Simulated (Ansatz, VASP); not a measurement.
**W: VASP beside Ansatz**

File INCAR:

```
SYSTEM = W
PREC     = Accurate       ! precision mode
ENCUT    = 520            ! plane-wave cutoff, eV
EDIFF    = 1E-6           ! SCF threshold, eV
ISMEAR   = -1             ! smearing method
SIGMA    = 0.08           ! smearing width, eV
LREAL    = .FALSE.        ! projectors in reciprocal space
LASPH    = .TRUE.         ! aspherical terms in the spheres
NELM     = 60             ! most SCF steps
ALGO     = Normal         ! electronic algorithm
ISIF     = 2              ! what is computed and relaxed
LWAVE    = .FALSE.        ! write WAVECAR
LCHARG   = .FALSE.        ! write CHGCAR
NBANDS   = 13             ! bands
```

KPOINTS

```
Automatic mesh
0
G
  15 15 15
  0 0 0
```

POSCAR

```
W
1.0
    2.5243395979      0.0000000000      0.0000000000
    0.0000000000      2.5243395979      0.0000000000
    0.0000000000      0.0000000000      2.5243395979
W
1
Direct
    0.0000000000      0.0000000000      0.0000000000
```

Input for Ansatz:

```yaml
crystal:
  lattice:
    - [2.5243395979, 0.0, 0.0]
    - [0.0, 2.5243395979, 0.0]
    - [0.0, 0.0, 2.5243395979]
  atoms:
    - { symbol: W, position: [0.0, 0.0, 0.0] }
kpoints:
  mp_grid: { grid: [15, 15, 15] }
scf:
  occupations: { method: fermi_dirac, width: 0.08 }
hamiltonian:
  xc: lda
  pseudopotentials: { kind: paw }
output:
  forces: true
  stress: true
  eigenvalues: true
  populations: true
```

Change from the starting cell: volume scaled by 0.92, PAW files.

Alike in both runs: task single point; functional LDA; k mesh 15 × 15 × 15; occupations fermi-dirac, width 0.08 eV; no spin polarisation.

|  | VASP | Ansatz |
| --- | --- | --- |
| version | VASP 6.6.1 | Ansatz 0.2.0 |
| potentials or method | VASP PAW LDA potentials, release 64 (W_sv) | PAW with Ansatz's default frozen-core files, scalar-relativistic |
| plane-wave cutoff (eV) | 520 | 420 |
| valence electrons in the cell | 14 | 14 |

Ansatz gave:

```
pressure (GPa) : 23.4
```

Problem. What did VASP give for the same quantities?

Solution. Pressure (GPa): 25.8.

LDA's correlation is that of Perdew and Zunger in VASP and of Perdew and Wang (1992) in Ansatz.

Neither program's run includes spin-orbit coupling.
